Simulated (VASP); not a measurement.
# CaPtS3 (R-3c) in VASP: a series of runs, part 2 of 2

VASP 6.6.1. The steps go on from the part before.

## Step 4: Relaxation of cell and atoms, PBE

This run uses another cell than the first one, of 20.55 Å³/atom.

Contents of INCAR:

```
SYSTEM = CaPtS3
PREC = Accurate
ENCUT = 600
EDIFF = 1E-6
ISMEAR = 0
SIGMA = 0.1
LREAL = .FALSE.
LASPH = .TRUE.
NELM = 60
ALGO = Normal
ISIF = 3
LWAVE = .FALSE.
LCHARG = .FALSE.
GGA = PE
IBRION = 2
NSW = 90
EDIFFG = -0.04
```

Contents of KPOINTS:

```
Automatic mesh
0
G
  4 4 4
  0 0 0
```

Contents of POSCAR:

```
CaPtS3
1.0
    3.3121640100      1.9122787800      5.4087411800
   -3.3121640100      1.9122787800      5.4087411800
    0.0000000000     -3.8245575600      5.4087411800
Ca Pt S
2 2 6
Direct
    0.7500000000      0.7500000000      0.7500000000
    0.2500000000      0.2500000000      0.2500000000
    0.5000000000      0.5000000000      0.5000000000
    0.0000000000      0.0000000000      0.0000000000
    0.8314005200      0.2500000000      0.6685994800
    0.6685994800      0.8314005200      0.2500000000
    0.2500000000      0.6685994800      0.8314005200
    0.1685994800      0.7500000000      0.3314005200
    0.3314005200      0.1685994800      0.7500000000
    0.7500000000      0.3314005200      0.1685994800
```

Potentials or basis: VASP PAW PBE potentials, release 64 (Ca_sv, Pt, S).

Launch:

```
$ cat potpaw_PBE.64/Ca_sv/POTCAR potpaw_PBE.64/Pt/POTCAR potpaw_PBE.64/S/POTCAR > POTCAR
$ mpirun -np 1 vasp_std > vasp.out
```

OUTCAR:

```text
SYSTEM = CaPtS3
   PREC = Accurate
   ENCUT = 600
   EDIFF = 1E-6
   ISMEAR = 0
   LREAL = .FALSE.
   LASPH = .TRUE.
   NELM = 60
   ISIF = 3
   GGA = PE
   IBRION = 2
   NSW = 90
   EDIFFG = -0.04

 ion  position               nearest neighbor table
   1  0.750  0.750  0.750-   8 2.77  10 2.77   9 2.77
   2  0.250  0.250  0.250-   5 2.77   7 2.77   6 2.77
   3  0.500  0.500  0.500-   6 2.40   9 2.40   7 2.40  10 2.40   5 2.40   8 2.40
   4  0.000  0.000  0.000-   6 2.40   9 2.40   8 2.40   5 2.40   7 2.40  10 2.40
   5  0.831  0.250  0.669-   4 2.40   3 2.40   2 2.77
   6  0.669  0.831  0.250-   3 2.40   4 2.40   2 2.77
   7  0.250  0.669  0.831-   3 2.40   4 2.40   2 2.77
   8  0.169  0.750  0.331-   4 2.40   3 2.40   1 2.77
   9  0.331  0.169  0.750-   3 2.40   4 2.40   1 2.77
  10  0.750  0.331  0.169-   3 2.40   4 2.40   1 2.77

  LATTYP: Found a face centered cubic cell.
 ALAT       =     9.3682145272

  Lattice vectors:

 A1 = (   3.3121640100,   1.9122787800,   5.4087411800)
 A2 = (  -3.3121640100,   1.9122787800,   5.4087411800)
 A3 = (   0.0000000000,  -3.8245575600,   5.4087411800)

Analysis of symmetry for initial positions (statically):
=====================================================================
 Subroutine PRICEL returns:
 Original cell was already a primitive cell.

 Routine SETGRP: Setting up the symmetry group for a
 face centered cubic supercell.

 Subroutine GETGRP returns: Found 12 space group operations
 (whereof  6 operations were pure point group operations)
 out of a pool of 48 trial point group operations.

The static configuration has the point symmetry S_6 .
 The point group associated with its full space group is D_3d.

Analysis of symmetry for dynamics (positions and initial velocities):
=====================================================================
 Subroutine PRICEL returns:
 Original cell was already a primitive cell.

 Routine SETGRP: Setting up the symmetry group for a
 face centered cubic supercell.

 Subroutine GETGRP returns: Found 12 space group operations
 (whereof  6 operations were pure point group operations)
 out of a pool of 48 trial point group operations.

[... 146 lines left out ...]

 number of electron      76.0000001 magnetization

 Free energy of the ion-electron system (eV)
  ---------------------------------------------------
  ext. energy  EPLUGINS =         0.00000000
  ---------------------------------------------------
  free energy    TOTEN  =       -47.68265991 eV

  energy without entropy =      -47.66086469  energy(sigma->0) =      -47.67176230

------------------------ aborting loop because EDIFF is reached ----------------------------------------

  FORCE on cell =-STRESS in cart. coord.  units (eV):
  Direction    XX          YY          ZZ          XY          YZ          ZX
  --------------------------------------------------------------------------------------
  -------------------------------------------------------------------------------------
  Total        3.2408514      3.2408514     -3.1860524      0.0000000      0.0000000      0.0000000
  in kB       25.2615045     25.2615044    -24.8343617      0.0000000      0.0000000      0.0000000
  external PRESSURE =       8.5628824 kB  Pullay stress =       0.0000000 kB
[... 113 lines left out ...]
  FREE ENERGIE OF THE ION-ELECTRON SYSTEM (eV)
  ---------------------------------------------------
  free  energy   TOTEN  =       -48.0376146468 eV

  energy  without entropy=      -48.0163829064  energy(sigma->0) =      -48.02699878

 E-fermi :   4.4793     XC(G=0):  -9.8960

 val. band max:        4.4736780256   @ k =   0.2500   0.2500   0.0000
 cond. band min:       4.5088465991   @ k =   0.5000   0.5000   0.0000
 fundamental gap:      0.0351685735
 Fermi energy:         4.4793129495

 k-point     1 :       0.0000    0.0000    0.0000
  band No.  band energies     occupation
      1     -35.7283      2.00000
      2     -35.7272      2.00000
      3     -16.7513      2.00000
      4     -16.7433      2.00000
      5     -16.7342      2.00000
      6     -16.7342      2.00000
[... 613 lines left out ...]
     44       8.9320      0.00000
     45       9.0409      0.00000

[... ionic steps 4 to 9 ...]

--------------------------------------- Ionic step       10  -------------------------------------------

 number of electron      76.0000001 magnetization

------------------------ aborting loop because EDIFF is reached ----------------------------------------
[... 83 lines left out ...]
--------------------------------------- Ionic step       12  -------------------------------------------

 number of electron      75.9999999 magnetization

 Free energy of the ion-electron system (eV)
  ---------------------------------------------------
  ext. energy  EPLUGINS =         0.00000000
  ---------------------------------------------------
  free energy    TOTEN  =       -48.50861420 eV

  energy without entropy =      -48.49700649  energy(sigma->0) =      -48.50281034

 E-fermi :   5.3897     XC(G=0): -10.3188

 val. band max:        5.2815271578   @ k =   0.2500   0.2500   0.0000
 cond. band min:       5.4329794447   @ k =   0.5000   0.5000   0.0000
 fundamental gap:      0.1514522869
 Fermi energy:         5.3896641506

 k-point     1 :       0.0000    0.0000    0.0000
  band No.  band energies     occupation
      1     -34.5206      2.00000
      2     -34.5189      2.00000
      3     -15.5831      2.00000
      4     -15.5724      2.00000
      5     -15.5700      2.00000
      6     -15.5700      2.00000
[... 650 lines left out ...]
  FREE ENERGIE OF THE ION-ELECTRON SYSTEM (eV)
  ---------------------------------------------------
  free  energy   TOTEN  =       -48.5086141971 eV

  energy  without entropy=      -48.4970064881  energy(sigma->0) =      -48.50281034

 reached required accuracy - stopping structural energy minimisation
```

Wall time 16 min (1 thread of Intel Xeon 6975P-C (Granite Rapids), shared host); peak memory 0.52 GiB.

What came out:

```
Free energy                           : -48.5086 eV
Relaxed volume                        : 19.49 Å³/atom
Relaxed cell                          : a = 6.100 Å, b = 6.100 Å, c = 6.100 Å, α = 70.36°, β = 70.36°, γ = 70.36°
Space group after relaxing (to 0.1 Å) : R-3c (No. 167)
Energy gained by relaxing             : 82.6 meV/atom
Ionic steps                           : 12
Pressure after relaxing               : 0.1 GPa
Largest force after relaxing          : 0.035 eV/Å
Band gap on the k mesh                : zero (bands 38 and 39 overlap by 0.23 eV)
```

Forces in eV/Å, atoms in the order of the input:
```
Ca   0.000  0.000  0.000
Ca   0.000  0.000  0.000
Pt   0.000  0.000  0.000
Pt   0.000  0.000  0.000
S   -0.017 -0.030  0.000
S    0.035  0.000  0.000
S   -0.017  0.030  0.000
S    0.017  0.030  0.000
S   -0.035  0.000  0.000
S    0.017 -0.030  0.000
```

Step by step:
| step | energy change (eV) | largest force (eV/Å) | pressure (GPa) | volume (Å³) |
| --- | --- | --- | --- | --- |
| 1 | 0.0000 | 0.5529 | 0.86 | 205.55 |
| 2 | -0.1991 | 0.4570 | -1.10 | 208.77 |
| 3 | -0.3550 | 0.2691 | -4.01 | 213.92 |
| 4 | -0.4644 | 0.2299 | -3.55 | 211.50 |
| 5 | -0.7114 | 0.0963 | -1.99 | 204.12 |
| 6 | -0.7458 | 0.2570 | 2.05 | 188.76 |
| 7 | -0.8188 | 0.0739 | -0.11 | 196.33 |
| 8 | -0.8200 | 0.0904 | 0.08 | 195.61 |
| 9 | -0.8200 | 0.0992 | 0.18 | 195.23 |
| 10 | -0.8225 | 0.0884 | 0.07 | 195.32 |
| 11 | -0.8249 | 0.0621 | -0.23 | 195.51 |
| 12 | -0.8260 | 0.0348 | 0.06 | 194.90 |

Final structure:
```
Ca Pt S
1.0
     3.51466    2.02919    4.55468
    -3.51466    2.02919    4.55468
     0.00000   -4.05838    4.55468
Ca Pt S
2 2 6
Direct
  0.75000 0.75000 0.75000
  0.25000 0.25000 0.25000
  0.50000 0.50000 0.50000
  0.00000 0.00000 0.00000
  0.85725 0.25000 0.64275
  0.64275 0.85725 0.25000
  0.25000 0.64275 0.85725
  0.14275 0.75000 0.35725
  0.35725 0.14275 0.75000
  0.75000 0.35725 0.14275
```

Caveat: spin-orbit coupling is left out, which moves the levels of the heavy elements.

## Step 5: Overview

| task | spin | cell | k mesh | cutoff (eV) | gap on the mesh (eV) | pressure (GPa) | largest force (eV/Å) |
| --- | --- | --- | --- | --- | --- | --- | --- |
| single point | off | a = 6.119 Å, angles 70.0°, 10 atoms, atomic positions A | 6 × 6 × 6 | 520 | none | -0.1 | 0.02 |
| single point | collinear | a = 6.138 Å, angles 69.5°, 10 atoms, atomic positions B | 3 × 3 × 3 | 520 | none | 0.1 | 0.03 |
| relaxation of cell and atoms | off | relaxed from a = 6.624 Å, angles 60.0°, 10 atoms, atomic positions C | 4 × 4 × 4 | 600 | none | 0.1 | 0.03 |

Alike in all rows: level PBE; potentials or basis VASP PAW PBE potentials, release 64 (Ca_sv, Pt, S); smearing gaussian 0.1 eV.

Caveats: some runs use coarse meshes; spin-orbit coupling is left out, which moves the levels of the heavy elements.

Total energies depend on the potentials used, so only differences within one code and one set of settings carry meaning.

The gap in the log of VASP goes by the Fermi energy; the results here count the filled bands.